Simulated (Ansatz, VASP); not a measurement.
One calculation of Al3VN4, two programs

```xyz
8
Lattice="4.1051 0.0000 0.0000 0.0000 4.1051 0.0000 0.0000 0.0000 4.1051" Properties=species:S:1:pos:R:3 pbc="T T T"
Al    2.0525    0.0000    0.0000
Al    0.0000    0.0000    2.0525
Al    0.0000    2.0525    0.0000
V     2.0525    2.0525    2.0525
N     0.0000    2.0525    2.0525
N     2.0525    2.0525    0.0000
N     0.0000    0.0000    0.0000
N     2.0525    0.0000    2.0525
```

Alike in both runs: functional PBE; k mesh 10 × 10 × 10; occupations gaussian, width 0.1 eV; collinear spin.

Ansatz relaxed the structure, and its values are those at the end. VASP's run is a single point on that final structure, the one shown.

|  | VASP | Ansatz |
| --- | --- | --- |
| version | VASP 6.6.1 | Ansatz 0.2.0 |
| potentials or method | VASP PAW PBE potentials, release 64 (Al, V_sv, N), cutoff 520 eV | scalar-relativistic, plane waves, PAW |
| valence electrons in the cell | 42 | 42 |

```tsv
	VASP	Ansatz	Ansatz less VASP
gap on the k mesh at the Fermi level (eV)	none	none	-
pressure (GPa)	-1.9	0.0	+1.90
net moment per atom (μB)	0.08	0.18	+0.099
size of the moment on the site where the two differ most (μB)	0.57	1.04	+0.463
```

Site moments also hang on the region over which each program counts them. A gap of «none» marks a metal or a gap that the smearing closes.
